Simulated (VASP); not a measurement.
Input of a VASP 6.6.1 run:

Contents of INCAR:

```
SYSTEM = CdS
PREC = Accurate
ENCUT = 520
EDIFF = 1E-6
ISMEAR = -1
SIGMA = 0.01
LREAL = .False.
LASPH = .True.
NELM = 100
ALGO = Normal
ISIF = 2
LWAVE = .False.
LCHARG = .False.
GGA = PE
NBANDS = 16
```

KPOINTS

```
Automatic mesh
0
Gamma
  8 8 8
  0 0 0
```

Contents of POSCAR:

```
CdS
1.0
    0.0000000000      2.8884175019      2.9536500000
    2.8884175019      0.0000000000      2.9536500000
    2.8884175019      2.8884175019      0.0000000000
Cd S
1 1
Direct
    0.0000000000      0.0000000000      0.0000000000
    0.7500000000      0.7500000000      0.7500000000
```

Potentials or basis: VASP PAW PBE potentials, release 64 (Cd, S).

Run with:

```console
$ cat potpaw_PBE.64/Cd/POTCAR potpaw_PBE.64/S/POTCAR > POTCAR
$ mpirun -np 1 vasp_std > vasp.out
```

Problem. What does it give for the band gap on the k mesh?

Solution. 1.14 eV, direct.

Problem. Predict the pressure.

Solution. 3.7 GPa.

Stress tensor (GPa, compression positive):
```
3.78 0.00 0.00
0.00 3.78 0.00
0.00 0.00 3.40
```
